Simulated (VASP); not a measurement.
# Al (Im-3m) in VASP: single point with LDA

Aim: the single point of Al with LDA.

All numbers are computed with VASP 6.6.1; they aren't measurements. Logs are shortened: lines on timing, memory, paths and dates and some standing lists are left out, and cuts for length are marked.

## Step 1: The cell of the first run

The structure is cubic, space group Im-3m (No. 229). The conventional cell has a = 3.182 Å, b = 3.182 Å, c = 3.182 Å, α = 90.00°, β = 90.00°, γ = 90.00°. Al (site symmetry m-3m) has 14 Al at 2.76 to 3.18 Å within 3.6 Å.

## Step 2: Single point, LDA

File INCAR:

```
SYSTEM = Al
PREC     = Accurate       ! precision mode
ENCUT    = 500            ! plane-wave cutoff, eV
EDIFF    = 1E-6           ! SCF threshold, eV
ISMEAR   = 0              ! smearing method
SIGMA    = 0.1            ! smearing width, eV
LREAL    = .FALSE.        ! projectors in reciprocal space
LASPH    = .TRUE.         ! aspherical terms in the spheres
NELM     = 120            ! most SCF steps
ALGO     = Normal         ! electronic algorithm
ISIF     = 2              ! what is computed and relaxed
LWAVE    = .FALSE.        ! write WAVECAR
LCHARG   = .FALSE.        ! write CHGCAR
NBANDS   = 8              ! bands
GGA_COMPAT= .FALSE.
```

File KPOINTS:

```
Automatic mesh
0
G
  8 8 8
  0 0 0
```

File POSCAR:

```
Al
1.0
   -1.5912186900      1.5912186900      1.5912186900
    1.5912186900     -1.5912186900      1.5912186900
    1.5912186900      1.5912186900     -1.5912186900
Al
1
Direct
    0.0000000000      0.0000000000      0.0000000000
```

Potentials or basis: VASP PAW LDA potentials, release 64 (Al).

Command:

```console
$ cat potpaw_LDA.64/Al/POTCAR > POTCAR
$ mpirun -np 1 vasp_std > vasp.out
```

OUTCAR:

```text
SYSTEM = Al
   PREC = Accurate
   ENCUT = 500
   EDIFF = 1E-6
   ISMEAR = 0
   LREAL = .FALSE.
   LASPH = .TRUE.
   NELM = 120
   ISIF = 2

 ion  position               nearest neighbor table
   1  0.000  0.000  0.000-

  LATTYP: Found a body centered cubic cell.
 ALAT       =     3.1824373800

  Lattice vectors:

 A1 = (  -1.5912186900,   1.5912186900,   1.5912186900)
 A2 = (   1.5912186900,  -1.5912186900,   1.5912186900)
 A3 = (   1.5912186900,   1.5912186900,  -1.5912186900)

Analysis of symmetry for initial positions (statically):
=====================================================================
 Subroutine PRICEL returns:
 Original cell was already a primitive cell.

 Routine SETGRP: Setting up the symmetry group for a
 body centered cubic supercell.

 Subroutine GETGRP returns: Found 48 space group operations
 (whereof 48 operations were pure point group operations)
 out of a pool of 48 trial point group operations.

The static configuration has the point symmetry O_h .

Analysis of symmetry for dynamics (positions and initial velocities):
=====================================================================
 Subroutine PRICEL returns:
 Original cell was already a primitive cell.

 Routine SETGRP: Setting up the symmetry group for a
 body centered cubic supercell.

 Subroutine GETGRP returns: Found 48 space group operations
 (whereof 48 operations were pure point group operations)
 out of a pool of 48 trial point group operations.

The dynamic configuration has the point symmetry O_h .

 Subroutine INISYM returns: Found 48 space group operations
 (whereof 48 operations are pure point group operations),
 and found     1 'primitive' translations

----------------------------------------------------------------------------------------

                                     Primitive cell

  volume of cell :      16.1157

  direct lattice vectors                    reciprocal lattice vectors
    -1.591218690  1.591218690  1.591218690     0.000000000  0.314224565  0.314224565
     1.591218690 -1.591218690  1.591218690     0.314224565  0.000000000  0.314224565
     1.591218690  1.591218690 -1.591218690     0.314224565  0.314224565  0.000000000

  length of vectors
     2.756071617  2.756071617  2.756071617     0.444380641  0.444380641  0.444380641

  position of ions in fractional coordinates (direct lattice)
     0.000000000  0.000000000  0.000000000

  ion indices of the primitive-cell ions
   primitive index   ion index
                 1           1

----------------------------------------------------------------------------------------

 KPOINTS: Automatic mesh

Automatic generation of k-mesh.
 Grid dimensions read from file:
 generate k-points for:    8    8    8

 Generating k-lattice:

  Cartesian coordinates                     Fractional coordinates (reciprocal lattice)
     0.000000000  0.039278071  0.039278071     0.125000000  0.000000000  0.000000000
     0.039278071  0.000000000  0.039278071     0.000000000  0.125000000  0.000000000
     0.039278071  0.039278071  0.000000000     0.000000000  0.000000000  0.125000000

  Length of vectors
     0.055547580  0.055547580  0.055547580

  Shift w.r.t. Gamma in fractional coordinates (k-lattice)
     0.000000000  0.000000000  0.000000000

 Subroutine IBZKPT returns following result:
 ===========================================

 Found     29 irreducible k-points:

 Following reciprocal coordinates:
            Coordinates               Weight
  0.000000  0.000000  0.000000      1.000000
  0.125000  0.000000  0.000000     12.000000
  0.250000  0.000000  0.000000     12.000000
  0.375000  0.000000  0.000000     12.000000
  0.500000  0.000000  0.000000      6.000000
  0.125000  0.125000  0.000000     24.000000
[... 16 lines left out ...]
 -0.250000  0.250000  0.250000      6.000000
 -0.375000  0.375000  0.250000     24.000000
 [... further k-points ...]
   k-points           NKPTS =     29   k-points in BZ     NKDIM =     29   number of bands    NBANDS=      8
   number of dos      NEDOS =    301   number of ions     NIONS =      1
   total plane-waves  NPLWV =   8000
   dimension x,y,z NGX =    20 NGY =   20 NGZ =   20
   dimension x,y,z NGXF=    40 NGYF=   40 NGZF=   40
   ions per type =               1
   NGX,Y,Z   is equivalent  to a cutoff of  12.06, 12.06, 12.06 a.u.
   NGXF,Y,Z  is equivalent  to a cutoff of  24.13, 24.13, 24.13 a.u.
 SYSTEM =  Al
   PREC   = accura    normal or accurate (medium, high low for compatibility)
   ISTART =      0    job   : 0-new  1-cont  2-samecut
   ICHARG =      2    charge: 1-file 2-atom 10-const
   ISPIN  =      1    spin polarized calculation?
   LNONCOLLINEAR =      F non collinear calculations
   LSORBIT =      F    spin-orbit coupling
   LASPH  =      T    aspherical Exc in radial PAW
   ENCUT  =  500.0 eV  36.75 Ry    6.06 a.u.   5.02  5.02  5.02*2*pi/ulx,y,z
   NELM   =    120;   NELMIN=  2; NELMDL= -5     # of ELM steps
   EDIFF  = 0.1E-05   stopping-criterion for ELM
   LREAL  =      F    real-space projection
   EDIFFG = 0.1E-04   stopping-criterion for IOM
   NSW    =      0    number of steps for IOM
   IBRION =     -1    ionic relax: 0-MD 1-quasi-New 2-CG
   NFREE  =      0    steps in history (QN), initial steepest desc. (CG)
   ISIF   =      2    stress and relaxation
   ISYM   =      2    0-nonsym 1-usesym 2-fastsym
   POTIM  = 0.5000    time-step for ionic-motion
   TEBEG  =    0.0;   TEEND  =   0.0 temperature during run
   PSTRESS=    0.0 pullay stress
   NELECT =       3.0000    total number of electrons
   NUPDOWN=      -1.0000    fix difference up-down
   EMIN   =  10.00;   EMAX   =-10.00  energy-range for DOS
   EFERMI =   0.00;   METHOD = LEGACY
   ISMEAR =     0;   SIGMA  =   0.10  broadening in eV -4-tet -1-fermi 0-gaus
   EFERMI_NEDOS =   21; number of points for ismear=-14 and -15
   IALGO  =     38    algorithm
   IMIX   =      4    mixing-type and parameters
     AMIX     =   0.40;   BMIX     =  1.00
     AMIX_MAG =   1.60;   BMIX_MAG =  1.00
  volume/ion in A,a.u.               =      16.12       108.75
  Fermi-wavevector in a.u.,A,eV,Ry     =   0.934757  1.766435 11.888371  0.873771
  Thomas-Fermi vector in A             =   2.061595
   LORBIT       =      0    0 simple, 1 ext, 2 COOP (PROOUT), +10 PAW based schemes
   GGA     = CA    functional components
   LHFCALC =     F    Hartree Fock is set to
   AEXX    =    0.0000 exact exchange contribution
   IVDW    =     0    specifies the selected vdW correction
   LEPSILON=     F    determine dielectric tensor
   LRPA    =     F    only Hartree local field effects (RPA)
 non-spin polarized calculation
 Gauss-broadening in eV      SIGMA  =   0.10
  energy-cutoff  :      500.00
  volume of cell :       16.12
 maximum number of plane-waves:       420
   NGX =  9   NGY =  9   NGZ =  9

 number of electron       3.0000000 magnetization

 Free energy of the ion-electron system (eV)
  ---------------------------------------------------
  ext. energy  EPLUGINS =         0.00000000
  ---------------------------------------------------
  free energy    TOTEN  =        -4.05371978 eV

  energy without entropy =       -4.04862345  energy(sigma->0) =       -4.05117161

 E-fermi :   8.1727     XC(G=0): -10.4344

 val. band max:        8.1267990724   @ k =   0.2500   0.2500   0.1250
 cond. band min:       8.1998752017   @ k =  -0.3750   0.3750   0.1250
 fundamental gap:      0.0730761293
 Fermi energy:         8.1726792307

 k-point     1 :       0.0000    0.0000    0.0000
  band No.  band energies     occupation
      1      -3.2199      2.00000
      2      21.3750      0.00000
      3      21.3750      0.00000
      4      21.3750      0.00000
      5      22.8134      0.00000
      6      22.8134      0.00000
      7      22.8134      0.00000
      8      24.5063      0.00000

 k-point     2 :       0.1250    0.0000    0.0000
  band No.  band energies     occupation
      1      -2.7647      2.00000
      2      17.5123      0.00000
      3      19.4453      0.00000
      4      19.9728      0.00000
      5      21.4430      0.00000
      6      22.5843      0.00000
      7      24.1822      0.00000
      8      24.7542      0.00000

 k-point     3 :       0.2500    0.0000    0.0000
  band No.  band energies     occupation
      1      -1.4082      2.00000
      2      12.3797      0.00000
      3      17.6761      0.00000
      4      18.0596      0.00000
      5      19.6625      0.00000
      6      21.0288      0.00000
      7      25.7728      0.00000
      8      25.8982      0.00000

 k-point     4 :       0.3750    0.0000    0.0000
  band No.  band energies     occupation
      1       0.8233      2.00000
      2       7.7850      2.00000
      3      16.6122      0.00000
      4      16.8013      0.00000
      5      18.5194      0.00000
      6      19.9630      0.00000
      7      27.4295      0.00000
      8      28.1795      0.00000

 k-point     5 :       0.5000    0.0000    0.0000
  band No.  band energies     occupation
      1       3.6747      2.00000
      2       4.1392      2.00000
      3      16.2586      0.00000
      4      16.3722      0.00000
      5      18.1330      0.00000
      6      19.5824      0.00000
      7      28.8426      0.00000
      8      30.1343      0.00000

 k-point     6 :       0.1250    0.1250    0.0000
  band No.  band energies     occupation
      1      -1.8589      2.00000
      2      14.9972      0.00000
      3      15.3798      0.00000
      4      18.2989      0.00000
      5      21.9792      0.00000
      6      22.0893      0.00000
      7      25.1099      0.00000
      8      25.4922      0.00000

 k-point     7 :       0.2500    0.1250    0.0000
  band No.  band energies     occupation
      1      -0.0648      2.00000
      2      10.2954      0.00000
      3      13.6040      0.00000
      4      16.8348      0.00000
      5      20.6462      0.00000
      6      22.8695      0.00000
      7      24.9371      0.00000
      8      28.5539      0.00000
[... 133 lines left out ...]
 k-point    20 :      -0.3750    0.5000    0.1250
  band No.  band energies     occupation
      1       3.4479      2.00000
      2       6.9210      2.00000
      3      10.3141      0.00000
      4      17.3093      0.00000
      5      19.7671      0.00000
      6      20.9531      0.00000
      7      23.5728      0.00000
      8      27.8554      0.00000

 k-point    21 :      -0.3750   -0.3750    0.1250
  band No.  band energies     occupation
      1       6.2036      2.00000
      2       6.2036      2.00000
      3       7.1118      2.00000
      4      19.2265      0.00000
      5      19.8578      0.00000
      6      19.8578      0.00000
      7      21.4957      0.00000
      8      31.9395      0.00000

 k-point    22 :       0.2500    0.2500    0.2500
  band No.  band energies     occupation
      1       7.0477      2.00000
      2       7.0477      2.00000
      3       7.0477      2.00000
      4       8.4472      0.00010
      5      29.9812      0.00000
      6      29.9812      0.00000
      7      31.1191      0.00000
      8      31.1191      0.00000

 k-point    23 :      -0.2500    0.2500    0.2500
  band No.  band energies     occupation
      1       0.3806      2.00000
      2      13.0962      0.00000
      3      13.0962      0.00000
      4      14.7104      0.00000
      5      16.1686      0.00000
      6      24.9159      0.00000
      7      26.1235      0.00000
      8      27.1398      0.00000

 k-point    24 :      -0.3750    0.3750    0.2500
  band No.  band energies     occupation
      1       2.5827      2.00000
      2       9.4056      0.00000
      3      11.9057      0.00000
      4      14.0494      0.00000
      5      16.6658      0.00000
      6      22.6318      0.00000
      7      24.7000      0.00000
      8      27.7562      0.00000

 [... further k-points ...]
[... 5 lines left out ...]
  --------------------------------------------------------------------------------------
  -------------------------------------------------------------------------------------
  Total        0.0998363      0.0998363      0.0998363      0.0000000      0.0000000     -0.0000000
  in kB        9.9254326      9.9254326      9.9254326      0.0000000      0.0000000     -0.0000000
  external PRESSURE =       9.9254326 kB  Pullay stress =       0.0000000 kB

 VOLUME and BASIS-vectors are now :
 -----------------------------------------------------------------------------
  energy-cutoff  :      500.00
  volume of cell :       16.12
      direct lattice vectors                 reciprocal lattice vectors
    -1.591218690  1.591218690  1.591218690     0.000000000  0.314224565  0.314224565
     1.591218690 -1.591218690  1.591218690     0.314224565  0.000000000  0.314224565
     1.591218690  1.591218690 -1.591218690     0.314224565  0.314224565  0.000000000

 POSITION                                       TOTAL-FORCE (eV/Angst)
 -----------------------------------------------------------------------------------
      0.00000      0.00000      0.00000         0.000000      0.000000      0.000000
 -----------------------------------------------------------------------------------
    total drift:                                0.000000      0.000000     -0.000000

  FREE ENERGIE OF THE ION-ELECTRON SYSTEM (eV)
  ---------------------------------------------------
  free  energy   TOTEN  =        -4.0537197761 eV

  energy  without entropy=       -4.0486234462  energy(sigma->0) =       -4.05117161
```

Wall time 1.9 s (1 thread of Intel Xeon Platinum 8375C at 2.90GHz (Ice Lake), shared host); peak memory 0.1 GiB.

Results:

| Property | Result |
| --- | --- |
| Free energy | -4.0537 eV |
| Pressure | 1.0 GPa |

Levels at points of the mesh, in eV from the Fermi level:
```csv
k point,band 1,band 2,band 3,band 4,band 5,band 6
"(0.00, 0.00, 0.00)",-11.39,13.20,13.20,13.20,14.64,14.64
"(0.50, 0.00, 0.00)",-4.50,-4.03,8.09,8.20,9.96,11.41
"(0.50, 0.50, 0.50)",1.75,1.75,1.75,2.89,2.89,5.53
```
